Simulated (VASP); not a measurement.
Input of a VASP 6.6.1 run:

INCAR

```
SYSTEM = ZrSi7
ALGO = Normal ; EDIFF = 1E-7
EDIFFG = -0.01 ; ENCUT = 600
GGA = PE ; IBRION = 2
ISIF = 3 ; ISMEAR = 0
LASPH = .True. ; LCHARG = .False.
LREAL = .False. ; LWAVE = .False.
NELM = 60 ; NSW = 100
PREC = Accurate ; SIGMA = 0.1
```

The input KPOINTS:

```
k-points
0
Gamma
  8 8 8
  0 0 0
```

POSCAR

```
ZrSi7
1.0
    0.0000000000      3.9478953068      3.9478953068
    3.9478953068      0.0000000000      3.9478953068
    3.9478953068      3.9478953068      0.0000000000
Zr Si
1 7
Direct
    0.0000000000      0.0000000000      0.0000000000
    0.0000000000      0.5000000000      0.5000000000
    0.5000000000      0.0000000000      0.5000000000
    0.5000000000      0.5000000000      0.5000000000
    0.0000000000      0.0000000000      0.5000000000
    0.5000000000      0.0000000000      0.0000000000
    0.0000000000      0.5000000000      0.0000000000
    0.5000000000      0.5000000000      0.0000000000
```

Potentials or basis: VASP PAW PBE potentials, release 64 (Zr_sv, Si).

The run is started by

```console
$ cat potpaw_PBE.64/Zr_sv/POTCAR potpaw_PBE.64/Si/POTCAR > POTCAR
$ mpirun -np 1 vasp_std > vasp.out
```

Question: What does it give for the space group after relaxing (to 0.1 Å)?

Answer: Fm-3m (No. 225).

Question: What does it give for the relaxed volume?

Answer: 15.33 Å³/atom.

Final structure:
```
Zr Si
1.0
     0.00000    3.94343    3.94343
     3.94343    0.00000    3.94343
     3.94343    3.94343    0.00000
Zr Si
1 7
Direct
  0.00000 0.00000 0.00000
  0.00000 0.50000 0.50000
  0.50000 0.00000 0.50000
  0.50000 0.50000 0.50000
  0.00000 0.00000 0.50000
  0.50000 0.00000 0.00000
  0.00000 0.50000 0.00000
  0.50000 0.50000 0.00000
```
